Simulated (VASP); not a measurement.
# HW32Se64 (a cell with a defect) in VASP: notebook, part 2 of 2

VASP 6.6.1. The steps go on from the part before.

## (3) Single point, PBE

The input, INCAR:

```
ALGO     = Normal         # electronic algorithm
EDIFF    = 1E-6           # SCF threshold, eV
ENCUT    = 400            # plane-wave cutoff, eV
GGA      = PE             # functional
GGA_COMPAT= F            
ISIF     = 2              # what is computed and relaxed
ISMEAR   = -1             # smearing method
ISYM     = -1           
KPAR     = 1            
LASPH    = T              # aspherical terms in the spheres
LCHARG   = T              # write CHGCAR
LELF     = T              # ELF
LREAL    = Auto         
LVHAR    = T            
LWAVE    = F              # write WAVECAR
NBANDS   = 470            # bands
NELECT   = 832.0        
NELM     = 120            # most SCF steps
PREC     = Accurate       # precision mode
SIGMA    = 0.01           # smearing width, eV
```

The input, KPOINTS:

```
explicit points
1
Reciprocal
  0.25000000   0.25000000   0.25000000 1
```

The input, POSCAR:

```
HW32Se64
1.0
   12.9997095300      0.0000001100      0.0000000000
   -6.4998548600     11.2580786300      0.0000000000
    0.0000000000      0.0000000000     12.8261208300
W Se H
32 64 1
Direct
    0.1676209829      0.0839731194      0.7497223929
    0.0836321465      0.1661139571      0.2497338862
    0.1675630721      0.3339321127      0.7494844410
    0.0836175613      0.4176062493      0.2497198524
    0.1676540184      0.5839675843      0.7496963523
    0.0842835705      0.6672571970      0.2491578742
    0.1677129799      0.8340061648      0.7497609080
    0.0842939494      0.9171952275      0.2491607589
    0.4177466796      0.0839644121      0.7497931079
    0.3335401250      0.1659682815      0.2497968047
    0.4177810581      0.3339558265      0.7495404984
    0.3349085075      0.4171696714      0.2527446173
    0.4177957244      0.5841427450      0.7495125087
    0.3336672360      0.6676484692      0.2498198046
    0.4177548631      0.8340984517      0.7497758775
    0.3338348035      0.9169433171      0.2488401632
    0.6676772434      0.0840077564      0.7497680809
    0.5843102950      0.1672319050      0.2489989017
    0.6677457277      0.3339553800      0.7497945113
    0.5855508652      0.4177247371      0.2499631839
    0.6677629058      0.5840620893      0.7497509284
    0.5853739936      0.6677968935      0.2499364416
    0.6677450105      0.8341246526      0.7497779046
    0.5842462009      0.9173078529      0.2489886102
    0.9176264665      0.0839931866      0.7497541250
    0.8340978792      0.1672112951      0.2489543832
    0.9176359627      0.3339605294      0.7497459386
    0.8345466507      0.4175604082      0.2488887359
    0.9176807304      0.5839956457      0.7497688606
    0.8342883205      0.6672134878      0.2492466773
    0.9176802239      0.8340203695      0.7497754097
    0.8344836181      0.9171605784      0.2488905291
    0.0844201910      0.1673941933      0.8818955591
    0.1667437870      0.0827130465      0.3823608139
    0.0841890290      0.1670743341      0.6174740676
    0.1675182141      0.0840765119      0.1168967625
    0.0844346005      0.4171988973      0.8818835523
    0.1599790899      0.3300557852      0.3827631179
    0.0842034453      0.4173132153      0.6174688439
    0.1682899081      0.3342526825      0.1190487771
    0.0844099027      0.6672357014      0.8819437420
    0.1668311311      0.5842738533      0.3822921260
    0.0843699587      0.6673496640      0.6175182742
    0.1676032468      0.5837723467      0.1169598369
    0.0843983963      0.9173011959      0.8819612063
    0.1673322133      0.8337961823      0.3814634265
    0.0843579252      0.9172137920      0.6175266945
    0.1672802621      0.8337952052      0.1165347668
    0.3344013579      0.1673535090      0.8818854235
    0.4177052681      0.0825107893      0.3816977140
    0.3343455408      0.1670037157      0.6176105859
    0.4173604710      0.0839597044      0.1167365425
    0.3343867430      0.4172778604      0.8815845531
    0.4231978008      0.3278392410      0.3845991368
    0.3344446160      0.4173149893      0.6173945424
    0.4176252905      0.3340896860      0.1188880894
    0.3344289138      0.6672116273      0.8818732608
    0.4225240314      0.5941076780      0.3841317313
    0.3343782444      0.6675484521      0.6175731622
    0.4174375309      0.5834015883      0.1189977095
    0.3343714248      0.9172550044      0.8820100130
    0.4176909262      0.8353046078      0.3816788462
    0.3344140910      0.9173097207      0.6175496945
    0.4173500928      0.8336243033      0.1167220409
    0.5843919244      0.1672728534      0.8820264638
    0.6674968567      0.0839331433      0.3813644098
    0.5844457658      0.1672888419      0.6175350369
    0.6674558392      0.0839363410      0.1166222445
    0.5843217140      0.4172463251      0.8819136472
    0.6690632111      0.3336710508      0.3818212899
    0.5847678566      0.4174050555      0.6176147180
    0.6676498568      0.3341502622      0.1167389595
    0.5843102039      0.6672618111      0.8819090472
    0.6687855118      0.5845508050      0.3825178372
    0.5847644250      0.6675922404      0.6175666131
    0.6674183518      0.5838891469      0.1170986941
    0.5843917383      0.9172963056      0.8820173418
    0.6688489982      0.8355681494      0.3817527579
    0.5844627924      0.9173901049      0.6175157014
    0.6675426934      0.8337915585      0.1167977458
    0.8343695516      0.1672769369      0.8819973825
    0.9162085222      0.0829816463      0.3816443853
    0.8343576212      0.1672819999      0.6175181183
    0.9176227221      0.0840044674      0.1166717529
    0.8344181369      0.4172829186      0.8819977724
    0.9163559259      0.3336503521      0.3816468802
    0.8344463569      0.4173321277      0.6175468097
    0.9177000148      0.3340732484      0.1166576411
    0.8343776152      0.6672769977      0.8819886503
    0.9177050207      0.5840993046      0.3814651417
    0.8345408771      0.6673830549      0.6175249013
    0.9177089115      0.5842515508      0.1166170208
    0.8344009706      0.9173025209      0.8820068944
    0.9176588681      0.8338996562      0.3814540706
    0.8344540912      0.9173215295      0.6175390911
    0.9176932603      0.8337981291      0.1166351089
    0.3495293677      0.4216429923      0.3915276541
```

Potentials or basis: VASP PAW PBE potentials, release 64 (W_sv, Se, H).

On the command line:

```
$ cat potpaw_PBE.64/W_sv/POTCAR potpaw_PBE.64/Se/POTCAR potpaw_PBE.64/H/POTCAR > POTCAR
$ mpirun -np 4 vasp_std > vasp.out
```

Wall time 12 min (4 MPI ranks of Intel Xeon Platinum 8488C (Sapphire Rapids), shared host); peak memory 0.59 GiB.

The run converged. Its results:

- Free energy: -696.5148 eV
- Largest force: 0.057 eV/Å

Forces in eV/Å, atoms in the order of the input:
```
W    0.002  0.001  0.001
W    0.002 -0.002  0.000
W   -0.001 -0.001 -0.002
W   -0.001  0.002  0.001
W    0.002  0.001  0.001
W    0.000  0.001  0.003
W    0.000 -0.002 -0.001
W    0.002  0.001  0.002
W    0.001 -0.001  0.002
W   -0.002  0.000 -0.005
W    0.001 -0.001  0.001
W   -0.005  0.018  0.024
W    0.001  0.000  0.000
W   -0.002  0.005  0.001
W    0.001 -0.001  0.002
W    0.000  0.001  0.002
W    0.002  0.001  0.001
W    0.001  0.001  0.001
W    0.000 -0.001  0.000
W   -0.002  0.000 -0.003
W    0.002  0.001  0.001
W    0.000  0.004  0.001
W    0.000 -0.001 -0.001
W    0.001  0.000  0.003
W    0.001 -0.001  0.002
W   -0.001 -0.002 -0.002
W    0.001 -0.001  0.002
W   -0.001  0.001  0.001
W    0.000 -0.001  0.001
W   -0.003 -0.003 -0.001
W    0.001 -0.001  0.002
W    0.002 -0.002  0.001
Se  -0.003  0.006  0.047
Se  -0.001 -0.002  0.050
Se  -0.004  0.000 -0.046
Se   0.000  0.000 -0.051
Se   0.001 -0.005  0.048
Se  -0.009 -0.006  0.050
Se  -0.004 -0.001 -0.049
Se  -0.002  0.001 -0.048
Se  -0.002  0.001  0.047
Se   0.003 -0.002  0.046
Se  -0.003  0.004 -0.048
Se   0.003 -0.001 -0.050
Se   0.001 -0.005  0.049
Se   0.004  0.002  0.052
Se   0.000 -0.006 -0.047
Se   0.004  0.001 -0.042
Se   0.000 -0.001  0.053
Se   0.008 -0.006  0.047
Se  -0.001 -0.005 -0.047
Se  -0.002  0.000 -0.057
Se   0.007  0.001  0.045
Se  -0.001  0.000  0.047
Se   0.006  0.004 -0.046
Se  -0.008  0.001 -0.047
Se   0.000 -0.002  0.052
Se  -0.004  0.008  0.036
Se  -0.002 -0.001 -0.049
Se  -0.003 -0.003 -0.046
Se   0.005  0.003  0.046
Se   0.001  0.007  0.046
Se   0.005  0.001 -0.046
Se   0.002 -0.005 -0.056
Se  -0.002  0.002  0.050
Se   0.003 -0.001  0.043
Se  -0.004  0.005 -0.046
Se  -0.003 -0.004 -0.053
Se   0.000 -0.006  0.048
Se   0.006  0.004  0.048
Se   0.001 -0.007 -0.045
Se   0.003  0.004 -0.043
Se  -0.003  0.002  0.044
Se   0.010  0.005  0.049
Se  -0.005  0.006 -0.050
Se   0.003  0.001 -0.047
Se   0.000 -0.004  0.048
Se   0.002  0.005  0.049
Se  -0.001 -0.004 -0.047
Se   0.003  0.000 -0.039
Se  -0.001 -0.002  0.053
Se   0.000  0.001  0.045
Se  -0.003 -0.001 -0.046
Se  -0.002  0.000 -0.055
Se   0.004  0.002  0.047
Se   0.001 -0.002  0.043
Se   0.005  0.003 -0.047
Se   0.002 -0.002 -0.053
Se  -0.001 -0.002  0.053
Se  -0.004 -0.008  0.046
Se   0.002  0.001 -0.049
Se  -0.002 -0.003 -0.055
Se   0.005  0.002  0.046
Se  -0.006  0.000  0.046
Se   0.005  0.003 -0.047
Se  -0.002 -0.003 -0.055
H   -0.022 -0.004 -0.012
```

Levels at points of the mesh, in eV from the Fermi level:
```
           k point  band 412  band 413  band 414  band 415  band 416  band 417  band 418  band 419  band 420  band 421
(0.25, 0.25, 0.25)     -0.76     -0.75     -0.74     -0.58     -0.47      0.72      0.82      0.84      1.06      1.15
```

Caveat: the cell carries a net charge on a neutralising background, which shifts energy and pressure; the cell is charged against a uniform background, so pressure and absolute levels hang on convention; spin-orbit coupling is left out, which moves the levels of the heavy elements.

## (4) Single point, PBE

The input, INCAR:

```
SYSTEM = HW32Se64
  PREC = Accurate
  ENCUT = 400
  EDIFF = 1E-6
  ISMEAR = -1
  SIGMA = 0.01
  LREAL = Auto
  LASPH = .TRUE.
  NELM = 120
  ALGO = Normal
  ISIF = 2
  LWAVE = .FALSE.
  LCHARG = .TRUE.
  GGA = PE
  LELF = .TRUE.
  LVHAR = .TRUE.
  NBANDS = 470
  NELECT = 832.0
  GGA_COMPAT = .FALSE.
  ISYM = -1
  KPAR = 1
```

KPOINTS is that of step 3.

The input, POSCAR:

```
HW32Se64
1.0
   12.9997095300      0.0000001100      0.0000000000
   -6.4998548600     11.2580786300      0.0000000000
    0.0000000000      0.0000000000     12.8261208300
W Se H
32 64 1
Direct
    0.1679637456      0.0838867814      0.7495533628
    0.0841260403      0.1661489542      0.2496097645
    0.1678095082      0.3338725110      0.7493609430
    0.0837982302      0.4176758882      0.2498180894
    0.1678955837      0.5839374726      0.7496044305
    0.0845383478      0.6672876640      0.2491319895
    0.1679576624      0.8339089013      0.7496070813
    0.0845635200      0.9172817432      0.2489835424
    0.4179903420      0.0839168019      0.7495864204
    0.3340762319      0.1662010921      0.2494661513
    0.4180117858      0.3338695774      0.7493367736
    0.3343742946      0.4175462011      0.2524786756
    0.4180103434      0.5840675101      0.7493766141
    0.3341256879      0.6680345919      0.2498711842
    0.4180141499      0.8340503973      0.7496448948
    0.3342255538      0.9171886520      0.2487473058
    0.6679326845      0.0839212407      0.7496214270
    0.5845516805      0.1672117417      0.2487900311
    0.6679482607      0.3338805892      0.7495908644
    0.5855490634      0.4177248259      0.2494730903
    0.6679814280      0.5838929663      0.7495649797
    0.5856272420      0.6676213751      0.2496220831
    0.6680068809      0.8340382258      0.7496486371
    0.5844513891      0.9173243744      0.2488466343
    0.9178444476      0.0838728286      0.7496399050
    0.8344466985      0.1673095357      0.2488261293
    0.9178274981      0.3338605123      0.7496317185
    0.8346096755      0.4175756861      0.2487320245
    0.9179334940      0.5839013135      0.7496100440
    0.8345063745      0.6672423559      0.2490025661
    0.9179369354      0.8339287020      0.7496135525
    0.8347543784      0.9170719310      0.2487006042
    0.0846798470      0.1672724141      0.8817227866
    0.1674369311      0.0828045364      0.3821479670
    0.0844229088      0.1669191567      0.6174258846
    0.1679695447      0.0841111537      0.1166594343
    0.0846384158      0.4171191324      0.8817566238
    0.1568544363      0.3281098049      0.3842062667
    0.0844126771      0.4172953614      0.6174336812
    0.1682091603      0.3342914990      0.1187899303
    0.0846233869      0.6671641972      0.8818343558
    0.1671766238      0.5845291366      0.3823784342
    0.0846078848      0.6672635036      0.6173621085
    0.1679703842      0.5838896847      0.1170602569
    0.0846516818      0.9172100613      0.8817992712
    0.1676478269      0.8339723225      0.3813350166
    0.0846184089      0.9171141302      0.6173557933
    0.1675980556      0.8338178556      0.1164706009
    0.3346866151      0.1673038558      0.8817206816
    0.4180646313      0.0831028975      0.3814409723
    0.3346513424      0.1670086899      0.6173257764
    0.4177652888      0.0839545526      0.1164911059
    0.3346158663      0.4171894794      0.8814267501
    0.4214145280      0.3302645217      0.3824815831
    0.3346810812      0.4172546771      0.6172236411
    0.4175301836      0.3342942502      0.1186911476
    0.3346713524      0.6671589540      0.8817567798
    0.4237352440      0.5950888401      0.3843101172
    0.3345945811      0.6675017301      0.6174712608
    0.4175631897      0.5837030607      0.1187743372
    0.3346130509      0.9172131678      0.8818427762
    0.4180438617      0.8356847792      0.3817049648
    0.3346521332      0.9172333311      0.6173876814
    0.4176543088      0.8337979563      0.1165941768
    0.5846125252      0.1671961973      0.8818310813
    0.6677600250      0.0839883925      0.3811773696
    0.5846924716      0.1671982403      0.6173457357
    0.6678460522      0.0839525960      0.1164864280
    0.5844951583      0.4171093568      0.8817427459
    0.6686554927      0.3336891711      0.3814146978
    0.5848966754      0.4172512993      0.6173294408
    0.6678912443      0.3340876405      0.1165134042
    0.5845378572      0.6671267969      0.8817364307
    0.6689510919      0.5842774902      0.3821716687
    0.5850057547      0.6675011947      0.6174535625
    0.6677639843      0.5838823962      0.1166705834
    0.5846371247      0.9172141424      0.8818830066
    0.6691254642      0.8355313758      0.3815579211
    0.5847128622      0.9172997698      0.6173772339
    0.6677567194      0.8337528307      0.1165912141
    0.8345927291      0.1671755874      0.8818761456
    0.9162040616      0.0826325637      0.3815401449
    0.8346018819      0.1671882006      0.6173954779
    0.9180494345      0.0840729515      0.1165412380
    0.8345859303      0.4171861880      0.8818405151
    0.9161113400      0.3337128850      0.3816399412
    0.8346554186      0.4172382395      0.6173823017
    0.9180313397      0.3342037325      0.1165880175
    0.8345937954      0.6671590380      0.8818081593
    0.9178078299      0.5841130725      0.3813119387
    0.8347663540      0.6672672269      0.6173562611
    0.9180465022      0.5842924104      0.1164837771
    0.8346433914      0.9171778105      0.8818778608
    0.9179338253      0.8338472494      0.3812823896
    0.8346841926      0.9172138735      0.6173922813
    0.9180195911      0.8338247766      0.1164104112
    0.3263560277      0.4265933044      0.3908904389
```

On the command line:

```
$ cat potpaw_PBE.64/W_sv/POTCAR potpaw_PBE.64/Se/POTCAR potpaw_PBE.64/H/POTCAR > POTCAR
$ mpirun -np 4 vasp_std > vasp.out
```

Run time: 11 min. Hardware: 4 MPI ranks of Intel Xeon Platinum 8488C (Sapphire Rapids), shared host; peak memory 0.6 GiB.

It converged, with:

* Free energy: -696.5190 eV
* Largest force: 0.055 eV/Å

Forces on the atoms (eV/Å):
```
W   -0.002 -0.001  0.003
W    0.001 -0.013  0.000
W   -0.003 -0.001 -0.001
W   -0.006  0.000  0.006
W    0.000  0.000  0.003
W   -0.003  0.004  0.002
W   -0.003 -0.002  0.000
W    0.002 -0.006  0.000
W   -0.002  0.000  0.002
W   -0.006 -0.005 -0.001
W   -0.003 -0.001  0.002
W   -0.008 -0.005  0.000
W   -0.004 -0.001  0.001
W   -0.004 -0.002 -0.001
W   -0.002 -0.001  0.002
W    0.000  0.001 -0.001
W   -0.002  0.000  0.002
W    0.004  0.001  0.002
W   -0.004 -0.002  0.000
W    0.013  0.001  0.004
W   -0.005 -0.001  0.003
W    0.012  0.009 -0.001
W   -0.005 -0.002  0.000
W    0.008  0.002  0.002
W   -0.002  0.000  0.002
W   -0.001 -0.005 -0.003
W    0.000  0.001  0.001
W   -0.002  0.003  0.001
W   -0.002  0.000  0.002
W    0.005  0.001 -0.003
W   -0.002 -0.002  0.001
W    0.004 -0.005 -0.002
Se  -0.006  0.006  0.048
Se   0.001  0.012  0.044
Se  -0.004 -0.003 -0.049
Se   0.003  0.003 -0.048
Se   0.002 -0.008  0.049
Se  -0.006 -0.004  0.045
Se  -0.002 -0.006 -0.049
Se  -0.004  0.004 -0.044
Se  -0.007  0.005  0.048
Se   0.007 -0.001  0.041
Se  -0.004  0.005 -0.048
Se   0.004  0.005 -0.042
Se   0.001 -0.006  0.047
Se   0.005  0.004  0.044
Se   0.004 -0.005 -0.046
Se   0.006  0.004 -0.047
Se   0.002  0.000  0.048
Se   0.001 -0.009  0.050
Se   0.004  0.000 -0.049
Se  -0.007  0.000 -0.054
Se   0.004  0.004  0.046
Se   0.006 -0.011  0.050
Se   0.005  0.004 -0.041
Se  -0.006  0.005 -0.045
Se   0.003  0.000  0.048
Se   0.003  0.012  0.045
Se   0.002  0.001 -0.049
Se  -0.004 -0.004 -0.046
Se   0.006  0.002  0.044
Se  -0.004  0.007  0.045
Se   0.008  0.005 -0.047
Se  -0.005 -0.003 -0.054
Se  -0.005  0.004  0.049
Se   0.001  0.001  0.052
Se  -0.003  0.001 -0.049
Se   0.000  0.001 -0.054
Se   0.002 -0.007  0.045
Se   0.003  0.004  0.053
Se   0.002 -0.008 -0.050
Se   0.003  0.007 -0.054
Se  -0.006  0.005  0.047
Se   0.002  0.006  0.045
Se  -0.006  0.003 -0.050
Se  -0.007 -0.002 -0.053
Se   0.002 -0.005  0.049
Se   0.002  0.000  0.049
Se   0.002 -0.007 -0.050
Se   0.007  0.002 -0.047
Se   0.001  0.000  0.050
Se   0.000  0.006  0.046
Se   0.003  0.001 -0.049
Se  -0.006  0.002 -0.049
Se   0.006  0.001  0.045
Se   0.007  0.000  0.047
Se   0.008  0.005 -0.047
Se  -0.002 -0.004 -0.054
Se   0.000  0.001  0.048
Se  -0.006 -0.009  0.048
Se   0.004  0.003 -0.048
Se  -0.007 -0.006 -0.050
Se   0.005  0.001  0.044
Se  -0.012 -0.001  0.049
Se   0.008  0.005 -0.046
Se  -0.009 -0.002 -0.050
H    0.000 -0.004  0.024
```

Levels at points of the mesh, in eV from the Fermi level:
| k point | band 413 | band 414 | band 415 | band 416 | band 417 | band 418 | band 419 | band 420 |
| --- | --- | --- | --- | --- | --- | --- | --- | --- |
| (0.25, 0.25, 0.25) | -0.76 | -0.75 | -0.59 | -0.47 | 0.72 | 0.82 | 0.83 | 1.06 |

Caveat: the cell carries a net charge on a neutralising background, which shifts energy and pressure; the cell is charged against a uniform background, so pressure and absolute levels hang on convention; spin-orbit coupling is left out, which moves the levels of the heavy elements.
